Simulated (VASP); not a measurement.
Crystal: PbSe.

```
Pb Se
1.0
     3.78432    0.00000    0.00000
     0.00000    3.78432    0.00000
     0.00000    0.00000    3.78432
Pb Se
1 1
Direct
  0.00000 0.00000 0.00000
  0.50000 0.50000 0.50000
```

| Quantity | Value |
| --- | --- |
| Program | VASP 6.6.1 |
| Task | relaxation of cell and atoms |
| Functional | RPBE |
| Dispersion | D4 |
| Potentials or basis | VASP PAW PBE potentials, release 64 (Pb_d, Se) |
| Cutoff | 600 eV |
| k mesh | 7 × 7 × 7 |
| Occupations | fermi-dirac, width 0.05 eV |
| Spin | no spin polarisation |

At the start: pressure -2.4 GPa; volume 27.10 Å³/atom.

Task: Where does the relaxation end?

Result: Over 3 steps the energy falls by 10.9 meV/atom and the volume is 25.74 Å³/atom (-5.0 %); space group Pm-3m (No. 221, to 0.05 Å).

Step by step:
| step | energy change (eV) | largest force (eV/Å) | pressure (GPa) | volume (Å³) |
| --- | --- | --- | --- | --- |
| 1 | 0.0000 | 0.0000 | -2.42 | 54.20 |
| 2 | -0.0212 | 0.0000 | 0.49 | 51.05 |
| 3 | -0.0218 | 0.0000 | 0.02 | 51.48 |

Final structure:
```
Pb Se
1.0
     3.72005    0.00000    0.00000
     0.00000    3.72005    0.00000
     0.00000    0.00000    3.72005
Pb Se
1 1
Direct
  0.00000 0.00000 0.00000
  0.50000 0.50000 0.50000
```

Caveat: the PAW data sets were made with another functional, which shifts forces and pressure a little; pairwise dispersion overbinds metals, which lowers pressure and volume.
